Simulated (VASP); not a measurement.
Set up this calculation in VASP 6.6.1, as the native input.

* Task: single point
* Functional: r2SCAN
* Potentials or basis: VASP PAW PBE potentials, release 64 (Ru_pv)
* Cutoff: 550 eV
* k mesh: 22 × 22 × 12
* Occupations: fermi-dirac, width 0.05 eV
* Spin: collinear spin, ferromagnetic start
* Starting moments: [1.0, 1.0] μB
* Dipole correction: no
* Further INCAR settings: ALGO = Normal; EDIFF = 1e-06; NBANDS = 25

Ru:

```
CELL_PARAMETERS angstrom
2.66958 0.00000 0.00000
-1.33479 2.31193 0.00000
0.00000 0.00000 4.19766
ATOMIC_POSITIONS crystal
Ru 0.33333 0.66667 0.25000
Ru 0.66667 0.33333 0.75000
```

These files were run (other wordings do the same):

POSCAR

```
Ru
1.0
    2.6695815467      0.0000000000      0.0000000000
   -1.3347907733      2.3119254369      0.0000000000
    0.0000000000      0.0000000000      4.1976639817
Ru
2
Direct
    0.3333333333      0.6666666667      0.2500000000
    0.6666666667      0.3333333333      0.7500000000
```

INCAR.step1

```
SYSTEM = Ru
ALGO     = Normal         ! electronic algorithm
EDIFF    = 1E-5           ! SCF threshold, eV
ENCUT    = 550            ! plane-wave cutoff, eV
GGA      = PE             ! functional
GGA_COMPAT= .False.      
ISMEAR   = -1             ! smearing method
ISPIN    = 2              ! spin polarisation
LASPH    = .True.         ! aspherical terms in the spheres
LCHARG   = .False.        ! write CHGCAR
LMAXMIX  = 4              ! l up to which the mixer works
LREAL    = .False.        ! projectors in reciprocal space
LWAVE    = .True.         ! write WAVECAR
MAGMOM   = 1 1            ! initial moments
NBANDS   = 25             ! bands
NELM     = 200            ! most SCF steps
PREC     = Accurate       ! precision mode
SIGMA    = 0.05           ! smearing width, eV
```

INCAR.step2

```
SYSTEM = Ru
ALGO     = Normal         ! electronic algorithm
EDIFF    = 1E-6           ! SCF threshold, eV
ENCUT    = 550            ! plane-wave cutoff, eV
GGA_COMPAT= .False.      
ISIF     = 2              ! what is computed and relaxed
ISMEAR   = -1             ! smearing method
ISPIN    = 2              ! spin polarisation
ISTART   = 1            
LASPH    = .True.         ! aspherical terms in the spheres
LCHARG   = .False.        ! write CHGCAR
LMAXMIX  = 4              ! l up to which the mixer works
LMIXTAU  = .True.       
LORBIT   = 11             ! projections on sites
LREAL    = .False.        ! projectors in reciprocal space
LWAVE    = .False.        ! write WAVECAR
MAGMOM   = 1 1            ! initial moments
METAGGA  = R2SCAN         ! meta-GGA
NBANDS   = 25             ! bands
NELM     = 200            ! most SCF steps
PREC     = Accurate       ! precision mode
SIGMA    = 0.05           ! smearing width, eV
```

KPOINTS

```
k-points
0
Gamma
  22 22 12
  0 0 0
```

Potentials or basis: VASP PAW PBE potentials, release 64 (Ru_pv).

Launch:

```console
$ cat potpaw_PBE.64/Ru_pv/POTCAR > POTCAR
$ cp INCAR.step1 INCAR
$ mpirun -np 1 vasp_std > vasp.out
$ cp INCAR.step2 INCAR
$ mpirun -np 1 vasp_std > vasp.out
```

It gave:

```yaml
Pressure: 17.1 GPa
Band_gap_on_the_k_mesh: zero (filled and empty bands overlap)
Net_moment: 0.00 μB per cell
Valence_electrons_inside_the_program's_atomic_spheres: Ru 12.78
```

Caveat: the cell stands under pressure; an empty level that is flat over the whole mesh can mark a ghost state of the potentials, or a narrow d or f band; the PAW data sets were made with another functional, which shifts forces and pressure a little.

Run time: 17 min on 1 thread of Intel(R) Xeon(R) Platinum 8259CL CPU @ 2.50GHz (Skylake/Cascade Lake), with other jobs on the host, peak memory 0.42 GiB.
